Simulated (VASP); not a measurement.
# CrO2 (P-3m1) in VASP: single point with PBE

Aim: the single point of CrO2 with PBE.

Everything below comes from runs of VASP 6.6.1. Logs are shortened: lines on timing, memory, paths and dates and some standing lists are left out, and cuts for length are marked.

### Step 1. The cell of the first run

The structure is trigonal, space group P-3m1 (No. 164). The conventional cell has a = 2.893 Å, b = 2.893 Å, c = 5.365 Å, α = 90.00°, β = 90.00°, γ = 120.00°. Cr (site symmetry -3m) has 6 O at 1.92 Å within 2.5 Å. O (site symmetry 3m) has 3 Cr at 1.92 Å and 3 O at 2.53 Å within 2.6 Å.

### Step 2. Single point, PBE, collinear spin, ferromagnetic start

INCAR reads:

```
SYSTEM = CrO2
ALGO = Normal
EDIFF = 1E-6
ENCUT = 520
GGA = PE
ISIF = 2
ISMEAR = 0
ISPIN = 2
LASPH = .TRUE.
LCHARG = .TRUE.
LELF = .TRUE.
LMAXMIX = 4
LORBIT = 11
LREAL = .FALSE.
LVHAR = .TRUE.
LWAVE = .FALSE.
MAGMOM = 2 0 0
NBANDS = 23
NELM = 150
PREC = Accurate
SIGMA = 0.05
```

KPOINTS reads:

```
k-points
0
G
  14 14 8
  0 0 0
```

POSCAR reads:

```
CrO2
1.0
    2.8930527371      0.0000000000      0.0000000000
   -1.4465263685      2.5054571648      0.0000000000
    0.0000000000      0.0000000000      5.3648466927
Cr O
1 2
Direct
    0.0000000000      0.0000000000      0.0000000000
    0.3333333333      0.6666666667      0.1768082459
    0.6666666667      0.3333333333      0.8231917541
```

Potentials or basis: VASP PAW PBE potentials, release 64 (Cr_pv, O).

Command:

```bash
> cat potpaw_PBE.64/Cr_pv/POTCAR potpaw_PBE.64/O/POTCAR > POTCAR
> mpirun -np 1 vasp_std > vasp.out
```

OUTCAR:

```text
SYSTEM = CrO2
   EDIFF = 1E-6
   ENCUT = 520
   GGA = PE
   ISIF = 2
   ISMEAR = 0
   ISPIN = 2
   LASPH = .TRUE.
   LORBIT = 11
   LREAL = .FALSE.
   NELM = 150
   PREC = Accurate

 ion  position               nearest neighbor table
   1  0.000  0.000  0.000-   2 1.92   3 1.92   2 1.92   3 1.92   3 1.92   2 1.92
   2  0.333  0.667  0.177-   1 1.92   1 1.92   1 1.92
   3  0.667  0.333  0.823-   1 1.92   1 1.92   1 1.92

  LATTYP: Found a hexagonal cell.
 ALAT       =     2.8930527371
 C/A-ratio  =     1.8543895256

  Lattice vectors:

 A1 = (   2.8930527371,   0.0000000000,   0.0000000000)
 A2 = (  -1.4465263685,   2.5054571648,   0.0000000000)
 A3 = (   0.0000000000,   0.0000000000,   5.3648466927)

Analysis of symmetry for initial positions (statically):
=====================================================================
 Subroutine PRICEL returns:
 Original cell was already a primitive cell.

 Routine SETGRP: Setting up the symmetry group for a
 hexagonal supercell.

 Subroutine GETGRP returns: Found 12 space group operations
 (whereof 12 operations were pure point group operations)
 out of a pool of 24 trial point group operations.

The static configuration has the point symmetry D_3d.

Analysis of symmetry for dynamics (positions and initial velocities):
=====================================================================
 Subroutine PRICEL returns:
 Original cell was already a primitive cell.

 Routine SETGRP: Setting up the symmetry group for a
 hexagonal supercell.

 Subroutine GETGRP returns: Found 12 space group operations
 (whereof 12 operations were pure point group operations)
 out of a pool of 24 trial point group operations.

The dynamic configuration has the point symmetry D_3d.

Analysis of structural, dynamic, and magnetic symmetry:
=====================================================================
 Subroutine PRICEL returns:
 Original cell was already a primitive cell.

 Routine SETGRP: Setting up the symmetry group for a
 hexagonal supercell.

 Subroutine GETGRP returns: Found 12 space group operations
 (whereof 12 operations were pure point group operations)
 out of a pool of 24 trial point group operations.

The overall configuration has the point symmetry D_3d.

 Subroutine INISYM returns: Found 12 space group operations
 (whereof 12 operations are pure point group operations),
 and found     1 'primitive' translations

----------------------------------------------------------------------------------------

                                     Primitive cell

  volume of cell :      38.8867

  direct lattice vectors                    reciprocal lattice vectors
     2.893052737  0.000000000  0.000000000     0.345655642  0.199564378  0.000000000
    -1.446526369  2.505457165  0.000000000     0.000000000  0.399128755  0.000000000
     0.000000000  0.000000000  5.364846693     0.000000000  0.000000000  0.186398616

  length of vectors
     2.893052737  2.893052737  5.364846693     0.399128755  0.399128755  0.186398616

  position of ions in fractional coordinates (direct lattice)
     0.000000000  0.000000000  0.000000000
     0.333333333  0.666666667  0.176808246
     0.666666667  0.333333333  0.823191754

  ion indices of the primitive-cell ions
   primitive index   ion index
                 1           1
                 2           2
                 3           3

----------------------------------------------------------------------------------------

 KPOINTS: k-points

Automatic generation of k-mesh.
 Grid dimensions read from file:
 generate k-points for:   14   14    8

 Generating k-lattice:

  Cartesian coordinates                     Fractional coordinates (reciprocal lattice)
     0.024689689  0.014254598  0.000000000     0.071428571  0.000000000  0.000000000
     0.000000000  0.028509197  0.000000000     0.000000000  0.071428571  0.000000000
     0.000000000  0.000000000  0.023299827     0.000000000  0.000000000  0.125000000

  Length of vectors
     0.028509197  0.028509197  0.023299827

  Shift w.r.t. Gamma in fractional coordinates (k-lattice)
     0.000000000  0.000000000  0.000000000

 Subroutine IBZKPT returns following result:
 ===========================================

 Found    168 irreducible k-points:

 Following reciprocal coordinates:
            Coordinates               Weight
  0.000000  0.000000  0.000000      1.000000
  0.071429  0.000000  0.000000      6.000000
  0.142857  0.000000  0.000000      6.000000
  0.214286  0.000000  0.000000      6.000000
  0.285714  0.000000  0.000000      6.000000
  0.357143  0.000000  0.000000      6.000000
[... 16 lines left out ...]
  0.285714  0.285714  0.000000      6.000000
  0.357143  0.285714  0.000000      6.000000
 [... further k-points ...]
   k-points           NKPTS =    168   k-points in BZ     NKDIM =    168   number of bands    NBANDS=     23
   number of dos      NEDOS =    301   number of ions     NIONS =      3
   total plane-waves  NPLWV =  23040
   dimension x,y,z NGX =    24 NGY =   24 NGZ =   40
   dimension x,y,z NGXF=    48 NGYF=   48 NGZF=   80
   ions per type =               1   2
   NGX,Y,Z   is equivalent  to a cutoff of  13.79, 13.79, 12.40 a.u.
   NGXF,Y,Z  is equivalent  to a cutoff of  27.58, 27.58, 24.79 a.u.
 SYSTEM =  CrO2
   PREC   = accura    normal or accurate (medium, high low for compatibility)
   ISTART =      0    job   : 0-new  1-cont  2-samecut
   ICHARG =      2    charge: 1-file 2-atom 10-const
   ISPIN  =      2    spin polarized calculation?
   LNONCOLLINEAR =      F non collinear calculations
   LSORBIT =      F    spin-orbit coupling
   LASPH  =      T    aspherical Exc in radial PAW
   ENCUT  =  520.0 eV  38.22 Ry    6.18 a.u.   5.38  5.38  9.98*2*pi/ulx,y,z
   NELM   =    150;   NELMIN=  2; NELMDL= -5     # of ELM steps
   EDIFF  = 0.1E-05   stopping-criterion for ELM
   LREAL  =      F    real-space projection
   EDIFFG = 0.1E-04   stopping-criterion for IOM
   NSW    =      0    number of steps for IOM
   IBRION =     -1    ionic relax: 0-MD 1-quasi-New 2-CG
   NFREE  =      0    steps in history (QN), initial steepest desc. (CG)
   ISIF   =      2    stress and relaxation
   ISYM   =      2    0-nonsym 1-usesym 2-fastsym
   POTIM  = 0.5000    time-step for ionic-motion
   TEBEG  =    0.0;   TEEND  =   0.0 temperature during run
   PSTRESS=    0.0 pullay stress
   NELECT =      24.0000    total number of electrons
   NUPDOWN=      -1.0000    fix difference up-down
   EMIN   =  10.00;   EMAX   =-10.00  energy-range for DOS
   EFERMI =   0.00;   METHOD = LEGACY
   ISMEAR =     0;   SIGMA  =   0.05  broadening in eV -4-tet -1-fermi 0-gaus
   EFERMI_NEDOS =   21; number of points for ismear=-14 and -15
   IALGO  =     38    algorithm
   IMIX   =      4    mixing-type and parameters
     AMIX     =   0.40;   BMIX     =  1.00
     AMIX_MAG =   1.60;   BMIX_MAG =  1.00
  volume/ion in A,a.u.               =      12.96        87.47
  Fermi-wavevector in a.u.,A,eV,Ry     =   1.393836  2.633968 26.433112  1.942779
  Thomas-Fermi vector in A             =   2.517444
   LORBIT       =     11    0 simple, 1 ext, 2 COOP (PROOUT), +10 PAW based schemes
   GGA     = PE    functional components
   LHFCALC =     F    Hartree Fock is set to
   AEXX    =    0.0000 exact exchange contribution
   IVDW    =     0    specifies the selected vdW correction
   LEPSILON=     F    determine dielectric tensor
   LRPA    =     F    only Hartree local field effects (RPA)
 spin polarized calculation
 Gauss-broadening in eV      SIGMA  =   0.05
  energy-cutoff  :      520.00
  volume of cell :       38.89
 maximum number of plane-waves:      1076
 NGX is ok and might be reduce to    24
   NGX = 11   NGY = 11   NGZ = 19

 number of electron      23.9999996 magnetization       1.9999988

 Free energy of the ion-electron system (eV)
  ---------------------------------------------------
  ext. energy  EPLUGINS =         0.00000000
  ---------------------------------------------------
  free energy    TOTEN  =       -24.69676261 eV

  energy without entropy =      -24.69466612  energy(sigma->0) =      -24.69571437

 E-fermi :   2.1463     XC(G=0):  -9.6080

 val. band max:        2.1421481195   @ k =   0.4286   0.0714   0.1250
 cond. band min:       2.1480074559   @ k =   0.1429   0.1429   0.0000
 fundamental gap:      0.0058593364
 Fermi energy:         2.1462827004

 spin component 1

 k-point     1 :       0.0000    0.0000    0.0000
  band No.  band energies     occupation
      1     -42.6236      1.00000
      2     -42.5201      1.00000
      3     -42.5201      1.00000
      4     -17.3658      1.00000
      5     -15.2819      1.00000
      6      -3.7235      1.00000
[... 15 lines left out ...]
     22      21.7566      0.00000
     23      21.7566      0.00000
[... 575 lines left out ...]
      1     -42.7069      1.00000
      2     -42.6685      1.00000
      3     -42.5743      1.00000
      4     -15.7601      1.00000
      5     -15.7238      1.00000
      6      -3.6620      1.00000
[... 15 lines left out ...]
     22      18.2866      0.00000
     23      18.4171      0.00000

 [... further k-points ...]

 spin component 2

 k-point     1 :       0.0000    0.0000    0.0000
  band No.  band energies     occupation
      1     -40.3806      1.00000
      2     -40.3331      1.00000
      3     -40.3331      1.00000
      4     -17.3811      1.00000
      5     -15.3525      1.00000
      6      -3.2823      1.00000
[... 15 lines left out ...]
     22      22.3833      0.00000
     23      22.3833      0.00000
[... 575 lines left out ...]
      1     -40.5445      1.00000
      2     -40.5006      1.00000
      3     -40.3213      1.00000
      4     -15.8119      1.00000
      5     -15.7747      1.00000
      6      -3.2519      1.00000
[... 15 lines left out ...]
     22      18.6030      0.00000
     23      18.9865      0.00000

 [... further k-points ...]
[... 5 lines left out ...]
  --------------------------------------------------------------------------------------
  -------------------------------------------------------------------------------------
  Total        0.1942749      0.1942749      0.0757996      0.0000000     -0.0000000     -0.0000000
  in kB        8.0043596      8.0043596      3.1230358      0.0000000     -0.0000000     -0.0000000
  external PRESSURE =       6.3772517 kB  Pullay stress =       0.0000000 kB

 VOLUME and BASIS-vectors are now :
 -----------------------------------------------------------------------------
  energy-cutoff  :      520.00
  volume of cell :       38.89
      direct lattice vectors                 reciprocal lattice vectors
     2.893052737  0.000000000  0.000000000     0.345655642  0.199564378  0.000000000
    -1.446526369  2.505457165  0.000000000     0.000000000  0.399128755  0.000000000
     0.000000000  0.000000000  5.364846693     0.000000000  0.000000000  0.186398616

 POSITION                                       TOTAL-FORCE (eV/Angst)
 -----------------------------------------------------------------------------------
      0.00000      0.00000      0.00000         0.000000      0.000000      0.000000
     -0.00000      1.67030      0.94855        -0.000000     -0.000000      0.068872
      1.44653      0.83515      4.41630         0.000000      0.000000     -0.068872
 -----------------------------------------------------------------------------------
    total drift:                                0.000000     -0.000000      0.000000

  FREE ENERGIE OF THE ION-ELECTRON SYSTEM (eV)
  ---------------------------------------------------
  free  energy   TOTEN  =       -24.6967626141 eV

  energy  without entropy=      -24.6946661184  energy(sigma->0) =      -24.69571437

 total charge

# of ion       s       p       d       tot
------------------------------------------
    1        0.359   6.446   4.061  10.866
    2        1.581   3.422   0.000   5.002
    3        1.581   3.422   0.000   5.002
--------------------------------------------------
tot          3.520  13.289   4.061  20.870

 magnetization (x)

# of ion       s       p       d       tot
------------------------------------------
    1        0.028   0.020   2.025   2.073
    2        0.000  -0.060   0.000  -0.060
    3        0.000  -0.060   0.000  -0.060
--------------------------------------------------
tot          0.028  -0.100   2.025   1.953
```

Wall time 3.6 min (1 thread of Intel Xeon Platinum 8259CL at 2.50GHz (Skylake/Cascade Lake), shared host); peak memory 0.34 GiB.

What came out:

```yaml
Free_energy: -24.6968 eV
Pressure: 0.6 GPa
Largest_force: 0.069 eV/Å
Band_gap_on_the_k_mesh: zero (filled and empty bands overlap)
Net_moment: 2.00 μB per cell
Site_moments: Cr +2.07; O -0.06 μB
Valence_electrons_inside_the_program's_atomic_spheres: Cr 10.87; O 5.00
```

Forces in eV/Å, atoms in the order of the input:
```
Cr   0.000  0.000  0.000
O    0.000  0.000  0.069
O    0.000  0.000 -0.069
```

Levels at points of the mesh, in eV from the Fermi level:
Spin up:
```tsv
k point	band 11	band 12	band 13	band 14	band 15	band 16
(0.00, 0.00, 0.00)	-1.62	-1.32	-1.32	0.66	3.67	3.67
(0.50, 0.00, 0.00)	-2.31	-0.74	-0.60	-0.07	2.98	3.51
(0.00, 0.00, 0.50)	-1.62	-1.32	-1.32	0.77	3.68	3.68
(0.50, 0.00, 0.50)	-2.13	-0.76	-0.60	-0.09	2.98	3.49
```
Spin down:
| k point | band 9 | band 10 | band 11 | band 12 | band 13 | band 14 |
| --- | --- | --- | --- | --- | --- | --- |
| (0.00, 0.00, 0.00) | -1.89 | -1.69 | -1.69 | 1.07 | 1.07 | 2.56 |
| (0.50, 0.00, 0.00) | -3.34 | -2.99 | -2.37 | 1.26 | 1.94 | 2.10 |
| (0.00, 0.00, 0.50) | -2.40 | -1.70 | -1.70 | 1.07 | 1.07 | 2.62 |
| (0.50, 0.00, 0.50) | -3.30 | -2.97 | -2.20 | 1.24 | 1.94 | 2.09 |

Caveat: an empty level that is flat over the whole mesh can mark a ghost state of the potentials, or a narrow d or f band; a cell with one magnetic atom can't hold antiferromagnetic order, which such compounds often take; semilocal functionals often make such compounds metallic where correlation or magnetic order opens a gap, which also shifts bond lengths. With open d or f shells a metallic result of PBE can be an artefact of self-interaction; +U or a hybrid may open a gap.
